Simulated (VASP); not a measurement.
Si4Mo3, 14 atoms in the cell. Symmetry: I-43d, No. 220, cubic system. The conventional cell has a = 7.453 Å, b = 7.453 Å, c = 7.453 Å, α = 90.00°, β = 90.00°, γ = 90.00°. Si (site symmetry 3) has 6 Mo at 2.58 Å and 5 Si at 2.78 to 3.23 Å within 3.4 Å. Mo (site symmetry -4) has 8 Si at 2.58 Å and 8 Mo at 3.49 Å within 3.5 Å. 

| Property | Result |
| --- | --- |
| Program | VASP 6.6.1 |
| Task | relaxation of cell and atoms |
| Functional | PBE |
| Potentials or basis | VASP PAW PBE potentials, release 64 (Si, Mo_sv) |
| Cutoff | 600 eV |
| k mesh | 6 × 6 × 6 |
| Occupations | gaussian, width 0.1 eV |
| Spin | no spin polarisation |
| Dipole correction | no |
| Further INCAR settings | ALGO = Normal; EDIFF = 1e-07; IBRION = 2; EDIFFG = -0.01; NSW = 100; ISIF = 3 |

Potentials or basis: VASP PAW PBE potentials, release 64 (Si, Mo_sv).

The run is started by

```bash
$ cat potpaw_PBE.64/Si/POTCAR potpaw_PBE.64/Mo_sv/POTCAR > POTCAR
$ mpirun -np 1 vasp_std > vasp.out
```

Hardware: 1 thread of Intel(R) Xeon(R) Platinum 8375C CPU @ 2.90GHz (Ice Lake), with other jobs on the host.

Problem. How long does it take, and how much memory?

Solution. Wall time 17 min on 1 thread of Intel(R) Xeon(R) Platinum 8375C CPU @ 2.90GHz (Ice Lake), with other jobs on the host, peak memory 0.54 GiB. Counts: scf iterations 37, k points 16, ion steps 3.
